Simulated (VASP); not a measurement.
# BN (P6_3/mmc) in VASP: notebook

BN is run at these levels: LDA; tasks: single point.

All numbers are computed with VASP 6.6.1; they aren't measurements. Logs are shortened: lines on timing, memory, paths and dates and some standing lists are left out, and cuts for length are marked.

**1. The cell of the first run**

It takes space group P6_3/mmc (No. 194, hexagonal). Conventional cell: a = 2.449 Å, b = 2.449 Å, c = 6.708 Å, α = 90.00°, β = 90.00°, γ = 120.00°. B (site symmetry -6m2) has 3 N at 1.41 Å within 1.9 Å. N (site symmetry -6m2) has 3 B at 1.41 Å within 1.9 Å.

**2. Single point, LDA (volume 8.707 Å^3 an atom, c/a of the conventional cell 2.7393)**

Input file INCAR:

```
SYSTEM = BN
ALGO = Normal
EDIFF = 1E-6
ENCUT = 520
ISIF = 2
ISMEAR = 0
LASPH = .TRUE.
LCHARG = .TRUE.
LELF = .TRUE.
LREAL = .FALSE.
LVHAR = .TRUE.
LWAVE = .FALSE.
NBANDS = 16
NELM = 100
PREC = Accurate
SIGMA = 0.05
```

Input file KPOINTS:

```
k-points
0
G
  12 12 4
  0 0 0
```

Input file POSCAR:

```
BN
1.0
    2.4486520719      0.0000000000      0.0000000000
   -1.2243260360      2.1205948993      0.0000000000
    0.0000000000      0.0000000000      6.7075926207
B N
2 2
Direct
    0.3333333333      0.6666666667      0.2500000000
    0.6666666667      0.3333333333      0.7500000000
    0.3333333333      0.6666666667      0.7500000000
    0.6666666667      0.3333333333      0.2500000000
```

Potentials or basis: VASP PAW LDA potentials, release 64 (B, N).

On the command line:

```
cat potpaw_LDA.64/B/POTCAR potpaw_LDA.64/N/POTCAR > POTCAR
mpirun -np 1 vasp_std > vasp.out
```

OUTCAR:

```text
SYSTEM = BN
   EDIFF = 1E-6
   ENCUT = 520
   ISIF = 2
   ISMEAR = 0
   LASPH = .TRUE.
   LREAL = .FALSE.
   NELM = 100
   PREC = Accurate

 ion  position               nearest neighbor table
   1  0.333  0.667  0.250-   4 1.41   4 1.41   4 1.41
   2  0.667  0.333  0.750-   3 1.41   3 1.41   3 1.41
   3  0.333  0.667  0.750-   2 1.41   2 1.41   2 1.41
   4  0.667  0.333  0.250-   1 1.41   1 1.41   1 1.41

  LATTYP: Found a hexagonal cell.
 ALAT       =     2.4486520719
 C/A-ratio  =     2.7393000001

  Lattice vectors:

 A1 = (   2.4486520719,   0.0000000000,   0.0000000000)
 A2 = (  -1.2243260360,   2.1205948993,   0.0000000000)
 A3 = (   0.0000000000,   0.0000000000,   6.7075926207)

Analysis of symmetry for initial positions (statically):
=====================================================================
 Subroutine PRICEL returns:
 Original cell was already a primitive cell.

 Routine SETGRP: Setting up the symmetry group for a
 hexagonal supercell.

 Subroutine GETGRP returns: Found 24 space group operations
 (whereof 12 operations were pure point group operations)
 out of a pool of 24 trial point group operations.

The static configuration has the point symmetry D_3d.
 The point group associated with its full space group is D_6h.

Analysis of symmetry for dynamics (positions and initial velocities):
=====================================================================
 Subroutine PRICEL returns:
 Original cell was already a primitive cell.

 Routine SETGRP: Setting up the symmetry group for a
 hexagonal supercell.

 Subroutine GETGRP returns: Found 24 space group operations
 (whereof 12 operations were pure point group operations)
 out of a pool of 24 trial point group operations.

The dynamic configuration has the point symmetry D_3d.
 The point group associated with its full space group is D_6h.

 Subroutine INISYM returns: Found 24 space group operations
 (whereof 12 operations are pure point group operations),
 and found     1 'primitive' translations

----------------------------------------------------------------------------------------

                                     Primitive cell

  volume of cell :      34.8298

  direct lattice vectors                    reciprocal lattice vectors
     2.448652072  0.000000000  0.000000000     0.408387950  0.235782893  0.000000000
    -1.224326036  2.120594899  0.000000000     0.000000000  0.471565786  0.000000000
     0.000000000  0.000000000  6.707592621     0.000000000  0.000000000  0.149084784

  length of vectors
     2.448652072  2.448652072  6.707592621     0.471565786  0.471565786  0.149084784

  position of ions in fractional coordinates (direct lattice)
     0.333333333  0.666666667  0.250000000
     0.666666667  0.333333333  0.750000000
     0.333333333  0.666666667  0.750000000
     0.666666667  0.333333333  0.250000000

  ion indices of the primitive-cell ions
   primitive index   ion index
                 1           1
                 2           2
                 3           3
                 4           4

----------------------------------------------------------------------------------------

 KPOINTS: k-points

Automatic generation of k-mesh.
 Grid dimensions read from file:
 generate k-points for:   12   12    4

 Generating k-lattice:

  Cartesian coordinates                     Fractional coordinates (reciprocal lattice)
     0.034032329  0.019648574  0.000000000     0.083333333  0.000000000  0.000000000
     0.000000000  0.039297149  0.000000000     0.000000000  0.083333333  0.000000000
     0.000000000  0.000000000  0.037271196     0.000000000  0.000000000  0.250000000

  Length of vectors
     0.039297149  0.039297149  0.037271196

  Shift w.r.t. Gamma in fractional coordinates (k-lattice)
     0.000000000  0.000000000  0.000000000

 Subroutine IBZKPT returns following result:
 ===========================================

 Found     57 irreducible k-points:

 Following reciprocal coordinates:
            Coordinates               Weight
  0.000000  0.000000  0.000000      1.000000
  0.083333  0.000000  0.000000      6.000000
  0.166667  0.000000  0.000000      6.000000
  0.250000  0.000000  0.000000      6.000000
  0.333333  0.000000  0.000000      6.000000
  0.416667  0.000000  0.000000      6.000000
[... 16 lines left out ...]
  0.250000  0.000000  0.250000     12.000000
  0.333333  0.000000  0.250000     12.000000
 [... further k-points ...]
   k-points           NKPTS =     57   k-points in BZ     NKDIM =     57   number of bands    NBANDS=     16
   number of dos      NEDOS =    301   number of ions     NIONS =      4
   total plane-waves  NPLWV =  16200
   dimension x,y,z NGX =    18 NGY =   18 NGZ =   50
   dimension x,y,z NGXF=    36 NGYF=   36 NGZF=  100
   ions per type =               2   2
   NGX,Y,Z   is equivalent  to a cutoff of  12.22, 12.22, 12.39 a.u.
   NGXF,Y,Z  is equivalent  to a cutoff of  24.44, 24.44, 24.78 a.u.
 SYSTEM =  BN
   PREC   = accura    normal or accurate (medium, high low for compatibility)
   ISTART =      0    job   : 0-new  1-cont  2-samecut
   ICHARG =      2    charge: 1-file 2-atom 10-const
   ISPIN  =      1    spin polarized calculation?
   LNONCOLLINEAR =      F non collinear calculations
   LSORBIT =      F    spin-orbit coupling
   LASPH  =      T    aspherical Exc in radial PAW
   ENCUT  =  520.0 eV  38.22 Ry    6.18 a.u.   4.55  4.55 12.47*2*pi/ulx,y,z
   NELM   =    100;   NELMIN=  2; NELMDL= -5     # of ELM steps
   EDIFF  = 0.1E-05   stopping-criterion for ELM
   LREAL  =      F    real-space projection
   EDIFFG = 0.1E-04   stopping-criterion for IOM
   NSW    =      0    number of steps for IOM
   IBRION =     -1    ionic relax: 0-MD 1-quasi-New 2-CG
   NFREE  =      0    steps in history (QN), initial steepest desc. (CG)
   ISIF   =      2    stress and relaxation
   ISYM   =      2    0-nonsym 1-usesym 2-fastsym
   POTIM  = 0.5000    time-step for ionic-motion
   TEBEG  =    0.0;   TEEND  =   0.0 temperature during run
   PSTRESS=    0.0 pullay stress
   NELECT =      16.0000    total number of electrons
   NUPDOWN=      -1.0000    fix difference up-down
   EMIN   =  10.00;   EMAX   =-10.00  energy-range for DOS
   EFERMI =   0.00;   METHOD = LEGACY
   ISMEAR =     0;   SIGMA  =   0.05  broadening in eV -4-tet -1-fermi 0-gaus
   EFERMI_NEDOS =   21; number of points for ismear=-14 and -15
   IALGO  =     38    algorithm
   IMIX   =      4    mixing-type and parameters
     AMIX     =   0.40;   BMIX     =  1.00
     AMIX_MAG =   1.60;   BMIX_MAG =  1.00
  volume/ion in A,a.u.               =       8.71        58.76
  Fermi-wavevector in a.u.,A,eV,Ry     =   1.263177  2.387059 21.709688  1.595617
  Thomas-Fermi vector in A             =   2.396548
   LORBIT       =      0    0 simple, 1 ext, 2 COOP (PROOUT), +10 PAW based schemes
   GGA     = CA    functional components
   LHFCALC =     F    Hartree Fock is set to
   AEXX    =    0.0000 exact exchange contribution
   IVDW    =     0    specifies the selected vdW correction
   LEPSILON=     F    determine dielectric tensor
   LRPA    =     F    only Hartree local field effects (RPA)
 non-spin polarized calculation
 Gauss-broadening in eV      SIGMA  =   0.05
  energy-cutoff  :      520.00
  volume of cell :       34.83
 maximum number of plane-waves:       967
   NGX =  9   NGY =  9   NGZ = 25

 number of electron      15.9999998 magnetization

 Free energy of the ion-electron system (eV)
  ---------------------------------------------------
  ext. energy  EPLUGINS =         0.00000000
  ---------------------------------------------------
  free energy    TOTEN  =       -38.50379974 eV

  energy without entropy =      -38.50379974  energy(sigma->0) =      -38.50379974

 E-fermi :   2.5637     XC(G=0): -10.5970

 val. band max:        2.3612593801   @ k =   0.3333   0.3333   0.5000
 cond. band min:       6.5512547211   @ k =   0.5000   0.0000   0.0000
 fundamental gap:      4.1899953410
 Fermi energy:         2.5637294057

 k-point     1 :       0.0000    0.0000    0.0000
  band No.  band energies     occupation
      1     -15.6192      2.00000
      2     -15.3337      2.00000
      3      -4.2680      2.00000
      4      -2.2020      2.00000
      5       1.0996      2.00000
      6       1.0996      2.00000
[... 8 lines left out ...]
     15      15.6994      0.00000
     16      15.9954      0.00000

 k-point     2 :       0.0833    0.0000    0.0000
  band No.  band energies     occupation
      1     -15.4767      2.00000
      2     -15.1958      2.00000
      3      -4.0700      2.00000
      4      -2.0222      2.00000
      5       0.5360      2.00000
      6       0.5612      2.00000
[... 8 lines left out ...]
     15      15.4621      0.00000
     16      16.0959      0.00000

 k-point     3 :       0.1667    0.0000    0.0000
  band No.  band energies     occupation
      1     -15.0562      2.00000
      2     -14.7891      2.00000
      3      -3.4827      2.00000
      4      -1.4929      2.00000
      5      -0.9065      2.00000
      6      -0.8756      2.00000
[... 8 lines left out ...]
     15      16.8099      0.00000
     16      17.0930      0.00000

 k-point     4 :       0.2500    0.0000    0.0000
  band No.  band energies     occupation
      1     -14.3826      2.00000
      2     -14.1400      2.00000
      3      -2.7593      2.00000
      4      -2.7083      2.00000
      5      -2.5308      2.00000
      6      -0.6509      2.00000
[... 8 lines left out ...]
     15      18.2028      0.00000
     16      19.1182      0.00000
[... 324 lines left out ...]
 k-point    22 :       0.1667    0.0000    0.2500
  band No.  band energies     occupation
      1     -15.0190      2.00000
      2     -14.8303      2.00000
      3      -3.2408      2.00000
      4      -1.8586      2.00000
      5      -0.8974      2.00000
      6      -0.8677      2.00000
[... 8 lines left out ...]
     15      16.7213      0.00000
     16      16.7943      0.00000

 k-point    23 :       0.2500    0.0000    0.2500
  band No.  band energies     occupation
      1     -14.3486      2.00000
      2     -14.1772      2.00000
      3      -2.7727      2.00000
      4      -2.7228      2.00000
      5      -2.2744      2.00000
      6      -0.9730      2.00000
[... 8 lines left out ...]
     15      19.1326      0.00000
     16      19.2081      0.00000

 k-point    24 :       0.3333    0.0000    0.2500
  band No.  band energies     occupation
      1     -13.4914      2.00000
      2     -13.3473      2.00000
      3      -4.6187      2.00000
      4      -4.5679      2.00000
      5      -1.3026      2.00000
      6      -1.2663      2.00000
[... 8 lines left out ...]
     15      19.5135      0.00000
     16      21.5861      0.00000

 [... further k-points ...]

------------------------ aborting loop because EDIFF is reached ----------------------------------------

  FORCE on cell =-STRESS in cart. coord.  units (eV):
  Direction    XX          YY          ZZ          XY          YZ          ZX
  --------------------------------------------------------------------------------------
  -------------------------------------------------------------------------------------
  Total        4.3521920      4.3521920     -0.2000096     -0.0000000      0.0000000      0.0000000
  in kB      200.2014209    200.2014209     -9.2004679     -0.0000000      0.0000000      0.0000000
  external PRESSURE =     130.4007913 kB  Pullay stress =       0.0000000 kB

 VOLUME and BASIS-vectors are now :
 -----------------------------------------------------------------------------
  energy-cutoff  :      520.00
  volume of cell :       34.83
      direct lattice vectors                 reciprocal lattice vectors
     2.448652072  0.000000000  0.000000000     0.408387950  0.235782893  0.000000000
    -1.224326036  2.120594899  0.000000000     0.000000000  0.471565786  0.000000000
     0.000000000  0.000000000  6.707592621     0.000000000  0.000000000  0.149084784

 POSITION                                       TOTAL-FORCE (eV/Angst)
 -----------------------------------------------------------------------------------
     -0.00000      1.41373      1.67690        -0.000000      0.000000      0.000000
      1.22433      0.70686      5.03069         0.000000     -0.000000      0.000000
     -0.00000      1.41373      5.03069        -0.000000      0.000000      0.000000
      1.22433      0.70686      1.67690        -0.000000     -0.000000      0.000000
 -----------------------------------------------------------------------------------
    total drift:                                0.000000     -0.000000      0.000000

  FREE ENERGIE OF THE ION-ELECTRON SYSTEM (eV)
  ---------------------------------------------------
  free  energy   TOTEN  =       -38.5037997388 eV

  energy  without entropy=      -38.5037997388  energy(sigma->0) =      -38.50379974
```

Wall time 16 s (1 thread of Intel Xeon Platinum 8488C (Sapphire Rapids), shared host); peak memory 0.14 GiB.

What came out:

```yaml
Free_energy: -38.5038 eV
Pressure: 13.0 GPa
Band_gap_on_the_k_mesh: 4.19 eV, indirect (least direct gap 4.66 eV)
```

Stress tensor (GPa, compression positive):
```
20.02  0.00  0.00
 0.00 20.02  0.00
 0.00  0.00 -0.92
```

 A k mesh can miss the band edges.

**3. Single point, LDA (volume 8.707 Å^3 an atom, c/a of the conventional cell 2.8746)**

Input file INCAR:

```
SYSTEM = BN
PREC = Accurate
ENCUT = 520
EDIFF = 1E-6
ISMEAR = 0
SIGMA = 0.05
LREAL = .FALSE.
LASPH = .TRUE.
NELM = 60
ALGO = Normal
ISIF = 2
LWAVE = .FALSE.
LCHARG = .FALSE.
GGA = CA
NBANDS = 16
```

Input file KPOINTS:

```
regular mesh
0
G
  12 12 4
  0 0 0
```

Input file POSCAR:

```
BN
1.0
    2.4096158220      0.0000000000      0.0000000000
   -1.2048079110      2.0867885152      0.0000000000
    0.0000000000      0.0000000000      6.9266816418
B N
2 2
Direct
    0.3333333333      0.6666666667      0.2500000000
    0.6666666667      0.3333333333      0.7500000000
    0.3333333333      0.6666666667      0.7500000000
    0.6666666667      0.3333333333      0.2500000000
```

Potentials or basis: VASP PAW LDA potentials, release 64 (B, N).

On the command line:

```
cat potpaw_LDA.64/B/POTCAR potpaw_LDA.64/N/POTCAR > POTCAR
mpirun -np 1 vasp_std > vasp.out
```

Run time: 18 s. Hardware: 1 thread of Intel Xeon Platinum 8488C (Sapphire Rapids), shared host; peak memory 0.14 GiB.

Results (log left out):

```
Free energy            : -38.2856 eV
Pressure               : 26.5 GPa
Band gap on the k mesh : 4.32 eV, indirect (least direct gap 4.79 eV)
```

Stress tensor (GPa, compression positive):
```
40.43  0.00  0.00
 0.00 40.43  0.00
 0.00  0.00 -1.38
```

Levels at points of the mesh, in eV from the valence-band top:
```
           k point  band 6  band 7  band 8  band 9  band 10  band 11
(0.00, 0.00, 0.00)   -1.20   -1.18   -1.18    4.56     9.64    12.43
(0.50, 0.00, 0.00)   -4.30   -1.46   -0.66    4.32     5.56    10.42
(0.00, 0.00, 0.50)   -1.19   -1.19   -1.19    6.80     6.80    12.47
(0.50, 0.00, 0.50)   -4.32   -1.05   -1.05    4.78     4.78    11.05
```

 A k mesh can miss the band edges.

**4. Single point, LDA (volume 8.707 Å^3 an atom, c/a of the conventional cell 2.4874)**

Input file INCAR:

```
SYSTEM = BN
PREC = Accurate
ENCUT = 520
EDIFF = 1E-6
ISMEAR = 0
SIGMA = 0.05
LREAL = .FALSE.
LASPH = .TRUE.
NELM = 100
ALGO = Normal
ISIF = 2
LWAVE = .FALSE.
LCHARG = .TRUE.
LELF = .TRUE.
LVHAR = .TRUE.
NBANDS = 16
```

Input file KPOINTS:

```
Automatic mesh
0
G
  12 12 4
  0 0 0
```

Input file POSCAR:

```
BN
1.0
    2.5286675572      0.0000000000      0.0000000000
   -1.2643337786      2.1898903423      0.0000000000
    0.0000000000      0.0000000000      6.2898076819
B N
2 2
Direct
    0.3333333333      0.6666666667      0.2500000000
    0.6666666667      0.3333333333      0.7500000000
    0.3333333333      0.6666666667      0.7500000000
    0.6666666667      0.3333333333      0.2500000000
```

On the command line:

```
cat potpaw_LDA.64/B/POTCAR potpaw_LDA.64/N/POTCAR > POTCAR
mpirun -np 1 vasp_std > vasp.out
```

It took 18 s on 1 thread of Intel Xeon Platinum 8488C (Sapphire Rapids), shared host; peak memory 0.14 GiB.

Results (log left out):

```
Free energy            : -38.5235 eV
Pressure               : -10.7 GPa
Band gap on the k mesh : 3.90 eV, indirect (least direct gap 4.24 eV)
```

Stress tensor (GPa, compression positive):
```
-16.49   0.00   0.00
  0.00 -16.49   0.00
  0.00   0.00   0.76
```

Levels at points of the mesh, in eV from the valence-band top:
```csv
k point,band 6,band 7,band 8,band 9,band 10,band 11
"(0.00, 0.00, 0.00)",-1.44,-1.37,-1.37,5.29,10.49,11.09
"(0.50, 0.00, 0.00)",-4.08,-1.72,-0.34,3.90,5.67,9.22
"(0.00, 0.00, 0.50)",-1.41,-1.41,-1.41,7.96,7.96,11.19
"(0.50, 0.00, 0.50)",-4.14,-0.98,-0.98,4.43,4.43,9.58
```

 A k mesh can miss the band edges.

**5. The runs side by side**

```tsv
cell	gap on the mesh (eV)	pressure (GPa)
a = 2.449, b = 2.449, c = 6.708 Å, angles 90.0, 90.0, 120.0°, 4 atoms	4.19	13.0
a = 2.410, b = 2.410, c = 6.927 Å, angles 90.0, 90.0, 120.0°, 4 atoms	4.32	26.5
a = 2.529, b = 2.529, c = 6.290 Å, angles 90.0, 90.0, 120.0°, 4 atoms	3.90	-10.7
```

Alike in all rows: task single point; level LDA; potentials or basis VASP PAW LDA potentials, release 64 (B, N); no spin polarisation; k mesh 12 × 12 × 4; cutoff (eV) 520; smearing gaussian 0.05 eV.

Absolute energies hang on the potentials; compare differences alone.
